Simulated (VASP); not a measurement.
# Ge (P-3m1) in VASP: single point with PBE

Aim: the single point of Ge with PBE.

All numbers are computed with VASP 6.6.1; they aren't measurements. Logs are shortened: lines on timing, memory, paths and dates and some standing lists are left out, and cuts for length are marked.

**1. The cell of the first run**

The typed cell holds 2 atoms: a = 3.817 Å, b = 3.817 Å, c = 3.297 Å, α = 90.00°, β = 90.00°, γ = 120.00°.

The cell was generated, and may not be a known phase.

**2. Single point, PBE**

File INCAR:

```
PREC = Accurate ; ENCUT = 520
EDIFF = 1E-6 ; ISMEAR = 0
SIGMA = 0.1 ; LREAL = F
LASPH = T ; NELM = 80
ALGO = Normal ; ISIF = 2
LWAVE = F ; LCHARG = F
GGA = PE ; NBANDS = 21
```

File KPOINTS:

```
Automatic mesh
0
Gamma
  18 18 16
```

File POSCAR:

```
Ge
1.0
    3.8168059774      0.0000000000      0.0000000000
   -1.9084029887      3.3054509378      0.0000000000
    0.0000000000      0.0000000000      3.2972100322
Ge
2
Direct
    0.6666666667      0.3333333333      0.7501894771
    0.3333333333      0.6666666667      0.2498105229
```

Potentials or basis: VASP PAW PBE potentials, release 64 (Ge_d).

Run with:

```sh
> cat potpaw_PBE.64/Ge_d/POTCAR > POTCAR
> mpirun -np 1 vasp_std > vasp.out
```

OUTCAR:

```text
PREC = Accurate
   ENCUT = 520
   EDIFF = 1E-6
   ISMEAR = 0
   LREAL = F
   LASPH = T
   NELM = 80
   ISIF = 2
   GGA = PE

 ion  position               nearest neighbor table
   1  0.667  0.333  0.750-   2 2.75   2 2.75   2 2.75   2 2.75   2 2.75   2 2.75
   2  0.333  0.667  0.250-   1 2.75   1 2.75   1 2.75   1 2.75   1 2.75   1 2.75

  LATTYP: Found a hexagonal cell.
 ALAT       =     3.8168059774
 C/A-ratio  =     0.8638662934

  Lattice vectors:

 A1 = (   3.8168059774,   0.0000000000,   0.0000000000)
 A2 = (  -1.9084029887,   3.3054509378,   0.0000000000)
 A3 = (   0.0000000000,   0.0000000000,   3.2972100322)

Analysis of symmetry for initial positions (statically):
=====================================================================
 Subroutine PRICEL returns:
 Original cell was already a primitive cell.

 Routine SETGRP: Setting up the symmetry group for a
 hexagonal supercell.

 Subroutine GETGRP returns: Found 12 space group operations
 (whereof 12 operations were pure point group operations)
 out of a pool of 24 trial point group operations.

The static configuration has the point symmetry D_3d.

Analysis of symmetry for dynamics (positions and initial velocities):
=====================================================================
 Subroutine PRICEL returns:
 Original cell was already a primitive cell.

 Routine SETGRP: Setting up the symmetry group for a
 hexagonal supercell.

 Subroutine GETGRP returns: Found 12 space group operations
 (whereof 12 operations were pure point group operations)
 out of a pool of 24 trial point group operations.

The dynamic configuration has the point symmetry D_3d.

 Subroutine INISYM returns: Found 12 space group operations
 (whereof 12 operations are pure point group operations),
 and found     1 'primitive' translations

----------------------------------------------------------------------------------------

                                     Primitive cell

  volume of cell :      41.5985

  direct lattice vectors                    reciprocal lattice vectors
     3.816805977  0.000000000  0.000000000     0.261999170  0.151265292  0.000000000
    -1.908402989  3.305450938  0.000000000     0.000000000  0.302530583  0.000000000
     0.000000000  0.000000000  3.297210032     0.000000000  0.000000000  0.303286715

  length of vectors
     3.816805977  3.816805977  3.297210032     0.302530583  0.302530583  0.303286715

  position of ions in fractional coordinates (direct lattice)
     0.666666667  0.333333333  0.750189477
     0.333333333  0.666666667  0.249810523

  ion indices of the primitive-cell ions
   primitive index   ion index
                 1           1
                 2           2

----------------------------------------------------------------------------------------

 KPOINTS: Automatic mesh

Automatic generation of k-mesh.
 Grid dimensions read from file:
 generate k-points for:   18   18   16

 Generating k-lattice:

  Cartesian coordinates                     Fractional coordinates (reciprocal lattice)
     0.014555509  0.008403627  0.000000000     0.055555556  0.000000000  0.000000000
     0.000000000  0.016807255  0.000000000     0.000000000  0.055555556  0.000000000
     0.000000000  0.000000000  0.018955420     0.000000000  0.000000000  0.062500000

  Length of vectors
     0.016807255  0.016807255  0.018955420

  Shift w.r.t. Gamma in fractional coordinates (k-lattice)
     0.000000000  0.000000000  0.000000000

 Subroutine IBZKPT returns following result:
 ===========================================

 Found    522 irreducible k-points:

 Following reciprocal coordinates:
            Coordinates               Weight
  0.000000  0.000000  0.000000      1.000000
  0.055556  0.000000  0.000000      6.000000
  0.111111  0.000000  0.000000      6.000000
  0.166667  0.000000  0.000000      6.000000
  0.222222  0.000000  0.000000      6.000000
  0.277778  0.000000  0.000000      6.000000
[... 16 lines left out ...]
  0.333333  0.111111  0.000000     12.000000
  0.388889  0.111111  0.000000     12.000000
 [... further k-points ...]
   k-points           NKPTS =    522   k-points in BZ     NKDIM =    522   number of bands    NBANDS=     21
   number of dos      NEDOS =    301   number of ions     NIONS =      2
   total plane-waves  NPLWV =  21952
   dimension x,y,z NGX =    28 NGY =   28 NGZ =   28
   dimension x,y,z NGXF=    56 NGYF=   56 NGZF=   56
   ions per type =               2
   NGX,Y,Z   is equivalent  to a cutoff of  12.20, 12.20, 14.12 a.u.
   NGXF,Y,Z  is equivalent  to a cutoff of  24.39, 24.39, 28.24 a.u.
 SYSTEM =  unknown system
   PREC   = accura    normal or accurate (medium, high low for compatibility)
   ISTART =      0    job   : 0-new  1-cont  2-samecut
   ICHARG =      2    charge: 1-file 2-atom 10-const
   ISPIN  =      1    spin polarized calculation?
   LNONCOLLINEAR =      F non collinear calculations
   LSORBIT =      F    spin-orbit coupling
   LASPH  =      T    aspherical Exc in radial PAW
   ENCUT  =  520.0 eV  38.22 Ry    6.18 a.u.   7.10  7.10  6.13*2*pi/ulx,y,z
   NELM   =     80;   NELMIN=  2; NELMDL= -5     # of ELM steps
   EDIFF  = 0.1E-05   stopping-criterion for ELM
   LREAL  =      F    real-space projection
   EDIFFG = 0.1E-04   stopping-criterion for IOM
   NSW    =      0    number of steps for IOM
   IBRION =     -1    ionic relax: 0-MD 1-quasi-New 2-CG
   NFREE  =      0    steps in history (QN), initial steepest desc. (CG)
   ISIF   =      2    stress and relaxation
   ISYM   =      2    0-nonsym 1-usesym 2-fastsym
   POTIM  = 0.5000    time-step for ionic-motion
   TEBEG  =    0.0;   TEEND  =   0.0 temperature during run
   PSTRESS=    0.0 pullay stress
   NELECT =      28.0000    total number of electrons
   NUPDOWN=      -1.0000    fix difference up-down
   EMIN   =  10.00;   EMAX   =-10.00  energy-range for DOS
   EFERMI =   0.00;   METHOD = LEGACY
   ISMEAR =     0;   SIGMA  =   0.10  broadening in eV -4-tet -1-fermi 0-gaus
   EFERMI_NEDOS =   21; number of points for ismear=-14 and -15
   IALGO  =     38    algorithm
   IMIX   =      4    mixing-type and parameters
     AMIX     =   0.40;   BMIX     =  1.00
     AMIX_MAG =   1.60;   BMIX_MAG =  1.00
  volume/ion in A,a.u.               =      20.80       140.36
  Fermi-wavevector in a.u.,A,eV,Ry     =   1.434724  2.711235 28.006682  2.058433
  Thomas-Fermi vector in A             =   2.554101
   LORBIT       =      0    0 simple, 1 ext, 2 COOP (PROOUT), +10 PAW based schemes
   GGA     = PE    functional components
   LHFCALC =     F    Hartree Fock is set to
   AEXX    =    0.0000 exact exchange contribution
   IVDW    =     0    specifies the selected vdW correction
   LEPSILON=     F    determine dielectric tensor
   LRPA    =     F    only Hartree local field effects (RPA)
 non-spin polarized calculation
 Gauss-broadening in eV      SIGMA  =   0.10
  energy-cutoff  :      520.00
  volume of cell :       41.60
 maximum number of plane-waves:      1152
   NGX = 15   NGY = 15   NGZ = 13

 number of electron      28.0000013 magnetization

 Free energy of the ion-electron system (eV)
  ---------------------------------------------------
  ext. energy  EPLUGINS =         0.00000000
  ---------------------------------------------------
  free energy    TOTEN  =        -8.44040399 eV

  energy without entropy =       -8.43650460  energy(sigma->0) =       -8.43845430

 E-fermi :   5.6246     XC(G=0): -10.6548

 val. band max:        5.6128221831   @ k =  -0.0556   0.2778   0.0625
 cond. band min:       5.6480666823   @ k =  -0.1111   0.5000   0.1250
 fundamental gap:      0.0352444992
 Fermi energy:         5.6245694555

 k-point     1 :       0.0000    0.0000    0.0000
  band No.  band energies     occupation
      1     -19.0450      2.00000
      2     -19.0295      2.00000
      3     -19.0295      2.00000
      4     -18.9506      2.00000
      5     -18.9506      2.00000
      6     -18.9414      2.00000
[... 13 lines left out ...]
     20      15.6087      0.00000
     21      19.5180      0.00000

 k-point     2 :       0.0556    0.0000    0.0000
  band No.  band energies     occupation
      1     -19.0444      2.00000
      2     -19.0302      2.00000
      3     -19.0289      2.00000
      4     -18.9543      2.00000
      5     -18.9541      2.00000
      6     -18.9389      2.00000
[... 13 lines left out ...]
     20      15.4133      0.00000
     21      19.4116      0.00000

 k-point     3 :       0.1111    0.0000    0.0000
  band No.  band energies     occupation
      1     -19.0426      2.00000
      2     -19.0320      2.00000
      3     -19.0269      2.00000
      4     -18.9601      2.00000
      5     -18.9600      2.00000
      6     -18.9358      2.00000
[... 13 lines left out ...]
     20      14.8999      0.00000
     21      18.6485      0.00000

 k-point     4 :       0.1667    0.0000    0.0000
  band No.  band energies     occupation
      1     -19.0401      2.00000
      2     -19.0347      2.00000
      3     -19.0238      2.00000
      4     -18.9661      2.00000
      5     -18.9652      2.00000
      6     -18.9348      2.00000
[... 13 lines left out ...]
     20      14.8120      0.00000
     21      18.0563      0.00000

 k-point     5 :       0.2222    0.0000    0.0000
  band No.  band energies     occupation
      1     -19.0379      2.00000
      2     -19.0371      2.00000
      3     -19.0196      2.00000
      4     -18.9710      2.00000
      5     -18.9695      2.00000
      6     -18.9360      2.00000
[... 13 lines left out ...]
     20      15.3094      0.00000
     21      18.0413      0.00000
[... 382 lines left out ...]
     20      15.0814      0.00000
     21      18.1893      0.00000

 k-point    22 :       0.2778    0.1111    0.0000
  band No.  band energies     occupation
      1     -19.0472      2.00000
      2     -19.0294      2.00000
      3     -19.0049      2.00000
      4     -18.9890      2.00000
      5     -18.9626      2.00000
      6     -18.9459      2.00000
[... 13 lines left out ...]
     20      15.0981      0.00000
     21      17.9411      0.00000

 k-point    23 :       0.3333    0.1111    0.0000
  band No.  band energies     occupation
      1     -19.0499      2.00000
      2     -19.0276      2.00000
      3     -18.9993      2.00000
      4     -18.9891      2.00000
      5     -18.9670      2.00000
      6     -18.9459      2.00000
[... 13 lines left out ...]
     20      15.5949      0.00000
     21      17.6611      0.00000

 k-point    24 :       0.3889    0.1111    0.0000
  band No.  band energies     occupation
      1     -19.0515      2.00000
      2     -19.0268      2.00000
      3     -18.9952      2.00000
      4     -18.9872      2.00000
      5     -18.9715      2.00000
      6     -18.9457      2.00000
[... 13 lines left out ...]
     20      16.1956      0.00000
     21      17.4934      0.00000

 [... further k-points ...]

------------------------ aborting loop because EDIFF is reached ----------------------------------------

  FORCE on cell =-STRESS in cart. coord.  units (eV):
  Direction    XX          YY          ZZ          XY          YZ          ZX
  --------------------------------------------------------------------------------------
  -------------------------------------------------------------------------------------
  Total       -0.0439905     -0.0439905     -0.0413194      0.0000000      0.0000000      0.0000000
  in kB       -1.6943070     -1.6943070     -1.5914270      0.0000000      0.0000000      0.0000000
  external PRESSURE =      -1.6600137 kB  Pullay stress =       0.0000000 kB

 VOLUME and BASIS-vectors are now :
 -----------------------------------------------------------------------------
  energy-cutoff  :      520.00
  volume of cell :       41.60
      direct lattice vectors                 reciprocal lattice vectors
     3.816805977  0.000000000  0.000000000     0.261999170  0.151265292  0.000000000
    -1.908402989  3.305450938  0.000000000     0.000000000  0.302530583  0.000000000
     0.000000000  0.000000000  3.297210032     0.000000000  0.000000000  0.303286715

 POSITION                                       TOTAL-FORCE (eV/Angst)
 -----------------------------------------------------------------------------------
      1.90840      1.10182      2.47353        -0.000000      0.000000     -0.000762
     -0.00000      2.20363      0.82368         0.000000     -0.000000      0.000762
 -----------------------------------------------------------------------------------
    total drift:                                0.000000     -0.000000      0.000000

  FREE ENERGIE OF THE ION-ELECTRON SYSTEM (eV)
  ---------------------------------------------------
  free  energy   TOTEN  =        -8.4404039889 eV

  energy  without entropy=       -8.4365046043  energy(sigma->0) =       -8.43845430
```

Run time: 7 min. Hardware: 1 thread of Intel Xeon 8259CL, shared host; peak memory 0.44 GiB.

What came out:

- Free energy: -8.4404 eV
- Pressure: -0.2 GPa
- Band gap on the k mesh: zero (bands 14 and 15 overlap by 6.40 eV)

The gap in the log of VASP goes by the Fermi energy; the results here count the filled bands.